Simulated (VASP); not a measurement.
# HgTe in VASP: further runs

Runs on HgTe. Level: LDA. Tasks: electric field gradients.

Program: VASP 6.6.1. These are calculated values, not measurements. Logs are shortened: lines on timing, memory, paths and dates and some standing lists are left out, and cuts for length are marked.

## Step 1: The cell of the first run

The structure is tetragonal, space group I4/mmm (No. 139). Conventional cell: a = 4.132 Å, b = 4.132 Å, c = 6.018 Å, α = 90.00°, β = 90.00°, γ = 90.00°. Hg (site symmetry 4/mmm) has 6 Te at 2.92 to 3.01 Å within 3.8 Å. Te (site symmetry 4/mmm) has 6 Hg at 2.92 to 3.01 Å within 3.8 Å.

## Step 2: Electric field gradients, LDA (zz strain of +3 %)

Input file INCAR:

```
SYSTEM = HgTe
PREC = Accurate
ENCUT = 520
EDIFF = 1E-8
ISMEAR = -1
SIGMA = 0.08
LREAL = .False.
LASPH = .True.
NELM = 60
ALGO = Normal
ISIF = 2
LWAVE = .False.
LCHARG = .False.
GGA = CA
LEFG = .True.
NBANDS = 16
```

Input file KPOINTS:

```
regular mesh
0
Gamma
  10 10 10
  0 0 0
```

Input file POSCAR:

```
HgTe
1.0
    0.0000000000      2.9215000000      3.0091450000
    2.9215000000      0.0000000000      3.0091450000
    2.9215000000      2.9215000000      0.0000000000
Hg Te
1 1
Direct
    0.0000000000      0.0000000000      0.0000000000
    0.5000000000      0.5000000000      0.5000000000
```

Potentials or basis: VASP PAW LDA potentials, release 64 (Hg, Te).

The run is started by

```
> cat potpaw_LDA.64/Hg/POTCAR potpaw_LDA.64/Te/POTCAR > POTCAR
> mpirun -np 1 vasp_std > vasp.out
```

OUTCAR:

```text
SYSTEM = HgTe
   PREC = Accurate
   ENCUT = 520
   EDIFF = 1E-8
   ISMEAR = -1
   LREAL = .False.
   LASPH = .True.
   NELM = 60
   ISIF = 2
   GGA = CA

 ion  position               nearest neighbor table
   1  0.000  0.000  0.000-   2 2.92   2 2.92   2 2.92   2 2.92   2 3.01   2 3.01
   2  0.500  0.500  0.500-   1 2.92   1 2.92   1 2.92   1 2.92   1 3.01   1 3.01

  LATTYP: Found a body centered tetragonal cell.
 ALAT       =     4.1316249225
 C/A-ratio  =     1.4566399692

  Lattice vectors:

 A1 = (  -2.9215000000,   0.0000000000,   3.0091450000)
 A2 = (   2.9215000000,   0.0000000000,   3.0091450000)
 A3 = (   0.0000000000,   2.9215000000,  -3.0091450000)

Analysis of symmetry for initial positions (statically):
=====================================================================
 Subroutine PRICEL returns:
 Original cell was already a primitive cell.

 Routine SETGRP: Setting up the symmetry group for a
 body centered tetragonal supercell.

 Subroutine GETGRP returns: Found 16 space group operations
 (whereof 16 operations were pure point group operations)
 out of a pool of 16 trial point group operations.

The static configuration has the point symmetry D_4h.

Analysis of symmetry for dynamics (positions and initial velocities):
=====================================================================
 Subroutine PRICEL returns:
 Original cell was already a primitive cell.

 Routine SETGRP: Setting up the symmetry group for a
 body centered tetragonal supercell.

 Subroutine GETGRP returns: Found 16 space group operations
 (whereof 16 operations were pure point group operations)
 out of a pool of 16 trial point group operations.

The dynamic configuration has the point symmetry D_4h.

 Subroutine INISYM returns: Found 16 space group operations
 (whereof 16 operations are pure point group operations),
 and found     1 'primitive' translations

----------------------------------------------------------------------------------------

                                     Primitive cell

  volume of cell :      51.3671

  direct lattice vectors                    reciprocal lattice vectors
     0.000000000  2.921500000  3.009145000    -0.171144960  0.171144960  0.166160155
     2.921500000  0.000000000  3.009145000     0.171144960 -0.171144960  0.166160155
     2.921500000  2.921500000  0.000000000     0.171144960  0.171144960 -0.166160155

  length of vectors
     4.194057210  4.194057210  4.131624922     0.293582002  0.293582002  0.293582002

  position of ions in fractional coordinates (direct lattice)
     0.000000000  0.000000000  0.000000000
     0.500000000  0.500000000  0.500000000

  ion indices of the primitive-cell ions
   primitive index   ion index
                 1           1
                 2           2

----------------------------------------------------------------------------------------

 KPOINTS: regular mesh

Automatic generation of k-mesh.
 Grid dimensions read from file:
 generate k-points for:   10   10   10

 Generating k-lattice:

  Cartesian coordinates                     Fractional coordinates (reciprocal lattice)
    -0.017114496  0.017114496  0.016616016     0.100000000 -0.000000000  0.000000000
     0.017114496 -0.017114496  0.016616016    -0.000000000  0.100000000  0.000000000
     0.017114496  0.017114496 -0.016616016     0.000000000  0.000000000  0.100000000

  Length of vectors
     0.029358200  0.029358200  0.029358200

  Shift w.r.t. Gamma in fractional coordinates (k-lattice)
     0.000000000  0.000000000  0.000000000

 Subroutine IBZKPT returns following result:
 ===========================================

 Found    102 irreducible k-points:

 Following reciprocal coordinates:
            Coordinates               Weight
  0.000000  0.000000  0.000000      1.000000
  0.100000  0.000000  0.000000      8.000000
  0.200000  0.000000  0.000000      8.000000
  0.300000 -0.000000  0.000000      8.000000
  0.400000  0.000000  0.000000      8.000000
  0.500000  0.000000  0.000000      4.000000
[... 16 lines left out ...]
  0.300000  0.300000  0.000000      2.000000
  0.400000  0.300000  0.000000      8.000000
 [... further k-points ...]
   k-points           NKPTS =    102   k-points in BZ     NKDIM =    102   number of bands    NBANDS=     16
   number of dos      NEDOS =    301   number of ions     NIONS =      2
   total plane-waves  NPLWV =  32768
   dimension x,y,z NGX =    32 NGY =   32 NGZ =   32
   dimension x,y,z NGXF=    64 NGYF=   64 NGZF=   64
   ions per type =               1   1
   NGX,Y,Z   is equivalent  to a cutoff of  12.68, 12.68, 12.88 a.u.
   NGXF,Y,Z  is equivalent  to a cutoff of  25.37, 25.37, 25.75 a.u.
 SYSTEM =  HgTe
   PREC   = accura    normal or accurate (medium, high low for compatibility)
   ISTART =      0    job   : 0-new  1-cont  2-samecut
   ICHARG =      2    charge: 1-file 2-atom 10-const
   ISPIN  =      1    spin polarized calculation?
   LNONCOLLINEAR =      F non collinear calculations
   LSORBIT =      F    spin-orbit coupling
   LASPH  =      T    aspherical Exc in radial PAW
   ENCUT  =  520.0 eV  38.22 Ry    6.18 a.u.   7.80  7.80  7.68*2*pi/ulx,y,z
   NELM   =     60;   NELMIN=  2; NELMDL= -5     # of ELM steps
   EDIFF  = 0.1E-07   stopping-criterion for ELM
   LREAL  =      F    real-space projection
   EDIFFG = 0.1E-06   stopping-criterion for IOM
   NSW    =      0    number of steps for IOM
   IBRION =     -1    ionic relax: 0-MD 1-quasi-New 2-CG
   NFREE  =      0    steps in history (QN), initial steepest desc. (CG)
   ISIF   =      2    stress and relaxation
   ISYM   =      2    0-nonsym 1-usesym 2-fastsym
   POTIM  = 0.5000    time-step for ionic-motion
   TEBEG  =    0.0;   TEEND  =   0.0 temperature during run
   PSTRESS=    0.0 pullay stress
   NELECT =      18.0000    total number of electrons
   NUPDOWN=      -1.0000    fix difference up-down
   EMIN   =  10.00;   EMAX   =-10.00  energy-range for DOS
   EFERMI =   0.00;   METHOD = LEGACY
   ISMEAR =    -1;   SIGMA  =   0.08  broadening in eV -4-tet -1-fermi 0-gaus
   EFERMI_NEDOS =   21; number of points for ismear=-14 and -15
   IALGO  =     38    algorithm
   IMIX   =      4    mixing-type and parameters
     AMIX     =   0.40;   BMIX     =  1.00
     AMIX_MAG =   1.60;   BMIX_MAG =  1.00
  volume/ion in A,a.u.               =      25.68       173.32
  Fermi-wavevector in a.u.,A,eV,Ry     =   1.154172  2.181070 18.124512  1.332114
  Thomas-Fermi vector in A             =   2.290811
   LORBIT       =      0    0 simple, 1 ext, 2 COOP (PROOUT), +10 PAW based schemes
   GGA     = CA    functional components
   LHFCALC =     F    Hartree Fock is set to
   AEXX    =    0.0000 exact exchange contribution
   IVDW    =     0    specifies the selected vdW correction
   LEPSILON=     F    determine dielectric tensor
   LRPA    =     F    only Hartree local field effects (RPA)
 non-spin polarized calculation
  energy-cutoff  :      520.00
  volume of cell :       51.37
 maximum number of plane-waves:      1394
   NGX = 15   NGY = 15   NGZ = 15

 number of electron      17.9999997 magnetization

 Free energy of the ion-electron system (eV)
  ---------------------------------------------------
  ext. energy  EPLUGINS =         0.00000000
  ---------------------------------------------------
  free energy    TOTEN  =        -4.91865333 eV

  energy without entropy =       -4.90352451  energy(sigma->0) =       -4.91108892

 E-fermi :   5.3931     XC(G=0): -10.6077

 val. band max:        5.3222439336   @ k =   0.3000  -0.0000   0.0000
 cond. band min:       5.4107689799   @ k =   0.5000   0.1000   0.0000
 fundamental gap:      0.0885250463
 Fermi energy:         5.3931016933

 k-point     1 :       0.0000    0.0000    0.0000
  band No.  band energies     occupation
      1      -7.4205      2.00000
      2      -1.7459      2.00000
      3      -1.7053      2.00000
      4      -1.6910      2.00000
      5      -1.6253      2.00000
      6      -1.6253      2.00000
[... 8 lines left out ...]
     15      13.3085      0.00000
     16      13.5930      0.00000

 k-point     2 :       0.1000    0.0000    0.0000
  band No.  band energies     occupation
      1      -7.3167      2.00000
      2      -1.7921      2.00000
      3      -1.7368      2.00000
      4      -1.6963      2.00000
      5      -1.6278      2.00000
      6      -1.6105      2.00000
[... 8 lines left out ...]
     15      13.5089      0.00000
     16      13.5653      0.00000
[... 387 lines left out ...]
      5      -1.4618      2.00000
      6      -1.4618      2.00000
[... 8 lines left out ...]
     15      17.3815      0.00000
     16      17.5137      0.00000

 k-point    24 :       0.4000    0.3000    0.0000
  band No.  band energies     occupation
      1      -6.3685      2.00000
      2      -1.8414      2.00000
      3      -1.7481      2.00000
      4      -1.7273      2.00000
      5      -1.4001      2.00000
      6      -1.3851      2.00000
[... 8 lines left out ...]
     15      17.6201      0.00000
     16      17.6379      0.00000

 [... further k-points ...]
[... 5 lines left out ...]
  --------------------------------------------------------------------------------------
  -------------------------------------------------------------------------------------
  Total        1.0015397      1.0015397      0.0333712      0.0000000      0.0000000     -0.0000000
  in kB       31.2387656     31.2387656      1.0408726      0.0000000      0.0000000     -0.0000000
  external PRESSURE =      21.1728013 kB  Pullay stress =       0.0000000 kB

 VOLUME and BASIS-vectors are now :
 -----------------------------------------------------------------------------
  energy-cutoff  :      520.00
  volume of cell :       51.37
      direct lattice vectors                 reciprocal lattice vectors
     0.000000000  2.921500000  3.009145000    -0.171144960  0.171144960  0.166160155
     2.921500000  0.000000000  3.009145000     0.171144960 -0.171144960  0.166160155
     2.921500000  2.921500000  0.000000000     0.171144960  0.171144960 -0.166160155

 POSITION                                       TOTAL-FORCE (eV/Angst)
 -----------------------------------------------------------------------------------
      0.00000      0.00000      0.00000         0.000000      0.000000      0.000000
      2.92150      2.92150      3.00915        -0.000000     -0.000000     -0.000000
 -----------------------------------------------------------------------------------
    total drift:                                0.000000     -0.000000     -0.000000

  FREE ENERGIE OF THE ION-ELECTRON SYSTEM (eV)
  ---------------------------------------------------
  free  energy   TOTEN  =        -4.9186533288 eV

  energy  without entropy=       -4.9035245146  energy(sigma->0) =       -4.91108892

 Electric field gradients (V/A^2)
---------------------------------------------------------------------
 ion       V_xx      V_yy      V_zz      V_xy      V_xz      V_yz
---------------------------------------------------------------------
   1     -27.790   -27.790    55.580     0.001     0.000     0.000
   2      22.427    22.427   -44.855    -0.000    -0.000    -0.000
---------------------------------------------------------------------

 Electric field gradients after diagonalization (V/A^2)
 (convention: |V_zz| > |V_xx| > |V_yy|)
----------------------------------------------------------------------
 ion       V_xx      V_yy      V_zz     asymmetry (V_yy - V_xx)/ V_zz
----------------------------------------------------------------------
   1     -27.791   -27.789    55.580       0.000
   2      22.427    22.427   -44.855       0.000
----------------------------------------------------------------------

           NMR quadrupolar parameters

 Cq : quadrupolar parameter    Cq=e*Q*V_zz/h
 eta: asymmetry parameters     (V_yy - V_xx)/ V_zz
 Q  : nuclear electric quadrupole moment in mb (millibarn)
----------------------------------------------------------------------
 ion       Cq(MHz)       eta       Q (mb)
----------------------------------------------------------------------
   1       0.134       0.000       1.000
   2      -0.108       0.000       1.000
----------------------------------------------------------------------
```

Wall time 98 s (1 thread of Intel Xeon Platinum 8488C (Sapphire Rapids), shared host); peak memory 0.22 GiB.

What came out:

| Item | Value |
| --- | --- |
| Free energy | -4.9187 eV |
| Pressure | 2.1 GPa |
| Band gap on the k mesh | zero (band 9 reaches 5.91 eV, above the bottom of band 10 at 2.79 eV) |

Electric field gradients, principal values (V/Å²):
```tsv
atom	least	middle	greatest (by size)
1 Hg	-27.789	-27.791	55.580
2 Te	22.427	22.427	-44.855
```

Caveat: the cell differs from its parent crystal (zz strain of +3 %); without QUAD_EFG the Cq values of the log hold for a quadrupole moment of 1 mb, not for the nuclei; spin-orbit coupling is left out, which moves the levels of the heavy elements.

## Step 3: Electric field gradients, LDA (equal xx and yy strain of +3 %)

Input file INCAR:

```
SYSTEM = HgTe
ALGO = Normal
EDIFF = 1E-8
ENCUT = 520
ISIF = 2
ISMEAR = -1
LASPH = .True.
LCHARG = .False.
LEFG = .True.
LREAL = .False.
LWAVE = .False.
NBANDS = 16
NELM = 100
PREC = Accurate
SIGMA = 0.08
```

Input file KPOINTS:

```
k-points
0
Gamma
  10 10 10
  0 0 0
```

Input file POSCAR:

```
HgTe
1.0
    0.0000000000      3.0091450000      2.9215000000
    3.0091450000      0.0000000000      2.9215000000
    3.0091450000      3.0091450000      0.0000000000
Hg Te
1 1
Direct
    0.0000000000      0.0000000000      0.0000000000
    0.5000000000      0.5000000000      0.5000000000
```

Potentials or basis: VASP PAW LDA potentials, release 64 (Hg, Te).

The run is started by

```
> cat potpaw_LDA.64/Hg/POTCAR potpaw_LDA.64/Te/POTCAR > POTCAR
> mpirun -np 1 vasp_std > vasp.out
```

OUTCAR:

```text
SYSTEM = HgTe
   EDIFF = 1E-8
   ENCUT = 520
   ISIF = 2
   ISMEAR = -1
   LASPH = .True.
   LREAL = .False.
   NELM = 100
   PREC = Accurate

 ion  position               nearest neighbor table
   1  0.000  0.000  0.000-   2 2.92   2 2.92   2 3.01   2 3.01   2 3.01   2 3.01
   2  0.500  0.500  0.500-   1 2.92   1 2.92   1 3.01   1 3.01   1 3.01   1 3.01

  LATTYP: Found a body centered tetragonal cell.
 ALAT       =     4.2555736701
 C/A-ratio  =     1.3730228761

  Lattice vectors:

 A1 = (   0.0000000000,  -3.0091450000,  -2.9215000000)
 A2 = (   0.0000000000,   3.0091450000,  -2.9215000000)
 A3 = (   3.0091450000,   0.0000000000,   2.9215000000)

Analysis of symmetry for initial positions (statically):
=====================================================================
 Subroutine PRICEL returns:
 Original cell was already a primitive cell.

 Routine SETGRP: Setting up the symmetry group for a
 body centered tetragonal supercell.

 Subroutine GETGRP returns: Found 16 space group operations
 (whereof 16 operations were pure point group operations)
 out of a pool of 16 trial point group operations.

The static configuration has the point symmetry D_4h.

Analysis of symmetry for dynamics (positions and initial velocities):
=====================================================================
 Subroutine PRICEL returns:
 Original cell was already a primitive cell.

 Routine SETGRP: Setting up the symmetry group for a
 body centered tetragonal supercell.

 Subroutine GETGRP returns: Found 16 space group operations
 (whereof 16 operations were pure point group operations)
 out of a pool of 16 trial point group operations.

The dynamic configuration has the point symmetry D_4h.
[... 150 lines left out ...]
 fundamental gap:      0.0962328963
 Fermi energy:         5.0185752864

 k-point     1 :       0.0000    0.0000    0.0000
  band No.  band energies     occupation
      1      -7.5533      2.00000
      2      -1.9799      2.00000
      3      -1.9283      2.00000
      4      -1.9133      2.00000
      5      -1.9133      2.00000
      6      -1.8380      2.00000
[... 433 lines left out ...]
      3      -1.9843      2.00000
      4      -1.8926      2.00000
      5      -1.6937      2.00000
      6      -1.6814      2.00000
[... 8 lines left out ...]
     15      17.0769      0.00000
     16      17.2805      0.00000

 [... further k-points ...]
[... 5 lines left out ...]
  --------------------------------------------------------------------------------------
  -------------------------------------------------------------------------------------
  Total       -0.3034001     -0.3034001      0.6215633      0.0000000      0.0000000      0.0000000
  in kB       -9.1876432     -9.1876432     18.8223484      0.0000000      0.0000000      0.0000000
  external PRESSURE =       0.1490206 kB  Pullay stress =       0.0000000 kB

 VOLUME and BASIS-vectors are now :
 -----------------------------------------------------------------------------
  energy-cutoff  :      520.00
  volume of cell :       52.91
      direct lattice vectors                 reciprocal lattice vectors
     0.000000000  3.009145000  2.921500000    -0.166160155  0.166160155  0.171144960
     3.009145000  0.000000000  2.921500000     0.166160155 -0.166160155  0.171144960
     3.009145000  3.009145000  0.000000000     0.166160155  0.166160155 -0.171144960

 POSITION                                       TOTAL-FORCE (eV/Angst)
 -----------------------------------------------------------------------------------
      0.00000      0.00000      0.00000         0.000000      0.000000      0.000000
      3.00915      3.00915      2.92150        -0.000000      0.000000      0.000000
 -----------------------------------------------------------------------------------
    total drift:                                0.000000     -0.000000     -0.000000

  FREE ENERGIE OF THE ION-ELECTRON SYSTEM (eV)
  ---------------------------------------------------
  free  energy   TOTEN  =        -4.9283772996 eV

  energy  without entropy=       -4.9124396533  energy(sigma->0) =       -4.92040848

 Electric field gradients (V/A^2)
---------------------------------------------------------------------
 ion       V_xx      V_yy      V_zz      V_xy      V_xz      V_yz
---------------------------------------------------------------------
   1      27.075    27.075   -54.150     0.000     0.001     0.001
   2     -21.516   -21.516    43.031     0.000     0.000     0.000
---------------------------------------------------------------------

 Electric field gradients after diagonalization (V/A^2)
 (convention: |V_zz| > |V_xx| > |V_yy|)
----------------------------------------------------------------------
 ion       V_xx      V_yy      V_zz     asymmetry (V_yy - V_xx)/ V_zz
----------------------------------------------------------------------
   1      27.075    27.075   -54.150       0.000
   2     -21.516   -21.516    43.031       0.000
----------------------------------------------------------------------

           NMR quadrupolar parameters

 Cq : quadrupolar parameter    Cq=e*Q*V_zz/h
 eta: asymmetry parameters     (V_yy - V_xx)/ V_zz
 Q  : nuclear electric quadrupole moment in mb (millibarn)
----------------------------------------------------------------------
 ion       Cq(MHz)       eta       Q (mb)
----------------------------------------------------------------------
   1      -0.131       0.000       1.000
   2       0.104       0.000       1.000
----------------------------------------------------------------------
```

It took 86 s on 1 thread of Intel Xeon Platinum 8488C (Sapphire Rapids), shared host; peak memory 0.22 GiB.

Results:

```
Free energy            : -4.9284 eV
Pressure               : 0.0 GPa
Band gap on the k mesh : zero (band 9 reaches 5.49 eV, above the bottom of band 10 at 2.40 eV)
```

Stress tensor (GPa, compression positive):
```
-0.92  0.00  0.00
 0.00 -0.92  0.00
 0.00  0.00  1.88
```

Electric field gradients, principal values (V/Å²):
| atom | least | middle | greatest (by size) |
| --- | --- | --- | --- |
| 1 Hg | 27.075 | 27.075 | -54.150 |
| 2 Te | -21.516 | -21.516 | 43.031 |

Caveat: the cell differs from its parent crystal (equal xx and yy strain of +3 %); without QUAD_EFG the Cq values of the log hold for a quadrupole moment of 1 mb, not for the nuclei; spin-orbit coupling is left out, which moves the levels of the heavy elements.

(Part 1 of 3 ends here.)
